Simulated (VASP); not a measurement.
# KF (Pm-3m) in VASP: notebook, part 2 of 2

VASP 6.6.1. Earlier steps stand in the parts before.

## 3. Relaxation of cell and atoms, r2SCAN

Contents of POSCAR:

```
KF
1.0
    3.2587185843      0.0000000000      0.0000000000
    0.0000000000      3.2587185843      0.0000000000
    0.0000000000      0.0000000000      3.2587185843
K F
1 1
Direct
    0.0000000000      0.0000000000      0.0000000000
    0.5000000000      0.5000000000      0.5000000000
```

Contents of INCAR.step1:

```
ALGO = Normal
EDIFF = 1E-4
ENCUT = 600
GGA = PE
ISMEAR = -1
LASPH = T
LCHARG = F
LREAL = F
LWAVE = T
NELM = 80
PREC = Accurate
SIGMA = 0.02
```

Contents of INCAR.step2:

```
ALGO = Normal
EDIFF = 1E-6
EDIFFG = -0.005
ENCUT = 600
IBRION = 2
ISIF = 3
ISMEAR = -1
ISTART = 1
LASPH = T
LCHARG = F
LMIXTAU = T
LREAL = F
LWAVE = F
METAGGA = R2SCAN
NELM = 80
NSW = 80
PREC = Accurate
SIGMA = 0.02
```

Contents of KPOINTS:

```
k-points
0
Gamma
  8 8 8
```

Potentials or basis: VASP PAW PBE potentials, release 64 (K_sv, F).

On the command line:

```
$ cat potpaw_PBE.64/K_sv/POTCAR potpaw_PBE.64/F/POTCAR > POTCAR
$ cp INCAR.step1 INCAR
$ mpirun -np 1 vasp_std > vasp.out
$ cp INCAR.step2 INCAR
$ mpirun -np 1 vasp_std > vasp.out
```

OUTCAR:

```text
EDIFF = 1E-6
   EDIFFG = -0.005
   ENCUT = 600
   IBRION = 2
   ISIF = 3
   ISMEAR = -1
   ISTART = 1
   LASPH = T
   LREAL = F
   METAGGA = R2SCAN
   NELM = 80
   NSW = 80
   PREC = Accurate

 ion  position               nearest neighbor table
   1  0.000  0.000  0.000-   2 2.82   2 2.82   2 2.82   2 2.82   2 2.82   2 2.82   2 2.82   2 2.82

   2  0.500  0.500  0.500-   1 2.82   1 2.82   1 2.82   1 2.82   1 2.82   1 2.82   1 2.82   1 2.82

  LATTYP: Found a simple cubic cell.
 ALAT       =     3.2587185843

  Lattice vectors:

 A1 = (   3.2587185843,   0.0000000000,   0.0000000000)
 A2 = (   0.0000000000,   3.2587185843,   0.0000000000)
 A3 = (   0.0000000000,   0.0000000000,   3.2587185843)

Analysis of symmetry for initial positions (statically):
=====================================================================
 Subroutine PRICEL returns:
 Original cell was already a primitive cell.

 Routine SETGRP: Setting up the symmetry group for a
 simple cubic supercell.

 Subroutine GETGRP returns: Found 48 space group operations
 (whereof 48 operations were pure point group operations)
 out of a pool of 48 trial point group operations.

The static configuration has the point symmetry O_h .

Analysis of symmetry for dynamics (positions and initial velocities):
=====================================================================
 Subroutine PRICEL returns:
 Original cell was already a primitive cell.

[... 262 lines left out ...]
--------------------------------------- Ionic step        4  -------------------------------------------

 number of electron      15.9999991 magnetization

 Free energy of the ion-electron system (eV)
  ---------------------------------------------------
  ext. energy  EPLUGINS =         0.00000000
  ---------------------------------------------------
  free energy    TOTEN  =       -14.86757208 eV

  energy without entropy =      -14.86757208  energy(sigma->0) =      -14.86757208

 E-fermi :  -1.8116     XC(G=0):  -9.9066

 val. band max:       -2.3446642226   @ k =   0.5000   0.5000   0.0000
 cond. band min:       5.3934958197   @ k =   0.0000   0.0000   0.0000
 fundamental gap:      7.7381600423
 Fermi energy:        -1.8116051296

 k-point     1 :       0.0000    0.0000    0.0000
  band No.  band energies     occupation
      1     -30.2006      2.00000
      2     -22.4385      2.00000
      3     -12.3676      2.00000
      4     -12.3676      2.00000
      5     -12.3676      2.00000
      6      -2.3780      2.00000
      7      -2.3780      2.00000
      8      -2.3780      2.00000
      9       5.3935      0.00000
     10       6.7559      0.00000
     11       6.7559      0.00000
     12      12.8914      0.00000
[... 331 lines left out ...]
 k-point    24 :       0.5000    0.3750    0.1250
  band No.  band energies     occupation
      1     -29.9010      2.00000
      2     -22.3603      2.00000
      3     -13.2495      2.00000
      4     -13.1222      2.00000
      5     -12.2927      2.00000
      6      -3.1050      2.00000
      7      -2.9886      2.00000
      8      -2.5275      2.00000
      9       7.7179      0.00000
     10       8.3567      0.00000
     11      10.4383      0.00000
     12      10.6561      0.00000

 [... further k-points ...]
[... 5 lines left out ...]
  --------------------------------------------------------------------------------------
  -------------------------------------------------------------------------------------
  Total       -0.0033214     -0.0033214     -0.0033214      0.0000000      0.0000000     -0.0000000
  in kB       -0.1658100     -0.1658100     -0.1658100      0.0000000      0.0000000     -0.0000000
  external PRESSURE =      -0.1658100 kB  Pullay stress =       0.0000000 kB
[... 17 lines left out ...]
  FREE ENERGIE OF THE ION-ELECTRON SYSTEM (eV)
  ---------------------------------------------------
  free  energy   TOTEN  =       -14.8675720806 eV

  energy  without entropy=      -14.8675720806  energy(sigma->0) =      -14.86757208

 reached required accuracy - stopping structural energy minimisation
```

Wall time 2.1 min (1 thread of AMD EPYC 9R45 (Zen 5), shared host); peak memory 0.15 GiB.

What came out:

- Free energy: -14.8676 eV
- Relaxed volume: 16.05 Å³/atom
- Relaxed cell: a = 3.178 Å, b = 3.178 Å, c = 3.178 Å, α = 90.00°, β = 90.00°, γ = 90.00°
- Space group after relaxing (to 0.05 Å): Pm-3m (No. 221)
- Energy gained by relaxing: 11.6 meV/atom
- Ionic steps: 4
- Pressure after relaxing: 0.0 GPa
- Band gap on the k mesh: 7.74 eV, indirect (least direct gap 7.77 eV)

Step by step:
```tsv
step	energy change (eV)	largest force (eV/Å)	pressure (GPa)	volume (Å³)
1	0.0000	0.0000	-2.71	34.61
2	-0.0185	0.0000	-1.33	33.16
3	-0.0231	0.0000	-0.07	32.14
4	-0.0231	0.0000	-0.02	32.09
```

Final structure:
```cif
data_structure
_symmetry_space_group_name_H-M 'P 1'
_symmetry_Int_Tables_number 1
_cell_length_a 3.1779
_cell_length_b 3.1779
_cell_length_c 3.1779
_cell_angle_alpha 90.000
_cell_angle_beta 90.000
_cell_angle_gamma 90.000
_cell_volume 32.09
loop_
_atom_site_label
_atom_site_type_symbol
_atom_site_fract_x
_atom_site_fract_y
_atom_site_fract_z
_atom_site_occupancy
K1 K 0.00000 0.00000 0.00000 1
F1 F 0.50000 0.50000 0.50000 1
```

Caveat: the PAW data sets were made with another functional, which shifts forces and pressure a little. A k mesh can miss the band edges.

## 4. Single point, PBE

This run uses another cell than the first one, of 16.06 Å³/atom, 0.928 times its volume.

Contents of INCAR:

```
SYSTEM = KF
  ALGO = Normal
  EDIFF = 1E-6
  ENCUT = 520
  GGA = PE
  ISIF = 2
  ISMEAR = 0
  LASPH = .TRUE.
  LCHARG = .FALSE.
  LREAL = .FALSE.
  LWAVE = .FALSE.
  NBANDS = 15
  NELM = 60
  PREC = Accurate
  SIGMA = 0.01
```

Contents of KPOINTS:

```
k-points
0
G
  4 4 4
  0 0 0
```

Contents of POSCAR:

```
KF
1.0
    3.1788706666      0.0000000000      0.0000000000
    0.0000000000      3.1788706666      0.0000000000
    0.0000000000      0.0000000000      3.1788706666
K F
1 1
Direct
    0.0000000000      0.0000000000      0.0000000000
    0.5000000000      0.5000000000      0.5000000000
```

On the command line:

```
$ cat potpaw_PBE.64/K_sv/POTCAR potpaw_PBE.64/F/POTCAR > POTCAR
$ mpirun -np 1 vasp_std > vasp.out
```

It took 3.2 s on 1 thread of Intel Xeon 6975P-C (Granite Rapids), shared host; peak memory 0.13 GiB.

It converged, with:

* Free energy: -8.0681 eV
* Pressure: 3.0 GPa
* Band gap on the k mesh: 6.80 eV, indirect (least direct gap 6.83 eV)

Levels at points of the mesh, in eV from the valence-band top:
```tsv
k point	band 5	band 6	band 7	band 8	band 9	band 10	band 11	band 12
(0.00, 0.00, 0.00)	-9.79	-0.04	-0.04	-0.04	6.80	8.37	8.37	14.28
(0.50, 0.00, 0.00)	-9.65	-1.33	-0.19	-0.19	9.44	9.85	11.62	12.81
(0.50, 0.50, 0.00)	-9.55	-0.63	-0.63	0.00	8.67	9.24	12.17	12.17
(0.50, 0.50, 0.50)	-10.47	-1.17	-1.17	-1.17	10.78	10.78	10.78	16.07
```

Caveat: the k points lie up to 0.49 Å⁻¹ apart. Expect the measured gap to be larger: semilocal functionals such as PBE lack the derivative discontinuity.

## 5. Overview

| task | level | potentials or basis | cell | k mesh | cutoff (eV) | smearing | gap on the mesh (eV) | pressure (GPa) | relaxed volume (Å³/atom) |
| --- | --- | --- | --- | --- | --- | --- | --- | --- | --- |
| relaxation of cell and atoms | LDA | VASP PAW LDA potentials, release 64 (K_sv, F) | relaxed from a = 3.259 Å, 2 atoms | 8 × 8 × 8 | 600 | fermi-dirac 0.02 eV | 7.18 | 0.1 | 14.70 |
| relaxation of cell and atoms | r2SCAN | VASP PAW PBE potentials, release 64 (K_sv, F) | relaxed from a = 3.259 Å, 2 atoms | 8 × 8 × 8 | 600 | fermi-dirac 0.02 eV | 7.74 | 0.0 | 16.05 |
| single point | PBE | VASP PAW PBE potentials, release 64 (K_sv, F) | a = 3.179 Å, 2 atoms | 4 × 4 × 4 | 520 | gaussian 0.01 eV | 6.80 | 3.0 | - |

Alike in all rows: no spin polarisation.

Caveats: some runs use coarse meshes; the volume moved by over 15 % at a fixed basis, so the end points are rough (some runs); the PAW data sets were made with another functional, which shifts forces and pressure a little (some runs).

Total energies depend on the potentials used, so only differences within one code and one set of settings carry meaning.
